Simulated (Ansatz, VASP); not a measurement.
**Two plane-wave programs on Sc4AlAs**

```
Sc Al As
1.0
     0.00000    3.82462    3.82462
     3.82462    0.00000    3.82462
     3.82462    3.82462    0.00000
Sc Al As
4 1 1
Direct
  0.87913 0.37362 0.37362
  0.37362 0.37362 0.37362
  0.37362 0.87913 0.37362
  0.37362 0.37362 0.87913
  0.75000 0.75000 0.75000
  0.00000 0.00000 0.00000
```

Change from the starting cell: species swapped into the Be4AlNi type (F-43m, No. 216).

Alike in both runs: task relaxation of cell and atoms; functional PBE; k mesh 4 × 4 × 4; occupations gaussian, width 0.1 eV; no spin polarisation.

|  | VASP | Ansatz |
| --- | --- | --- |
| version | VASP 6.6.1 | Ansatz 0.2.0 |
| potentials or method | VASP PAW PBE potentials, release 64 (Sc_sv, Al, As), cutoff 600 eV | scalar-relativistic, plane waves, PAW |
| valence electrons in the cell | 52 | 62 |

```csv
,VASP,Ansatz,Ansatz less VASP
"gap on the k mesh at the Fermi level, each at its own relaxed structure (eV)",none,none,-
relaxed volume (Å³/atom),22.12,21.91,-0.215
relaxed cell length with the largest relative difference (Å),5.726,5.707,-0.0186
```

A gap of «none» marks a metal or a gap that the smearing closes. VASP's potentials hold 52 valence electrons a cell and Ansatz's 62, so a difference there can come from the potentials and not from the codes.

Noted on VASP's run: the volume moved by over 15 % at a fixed basis, so the end points are rough.
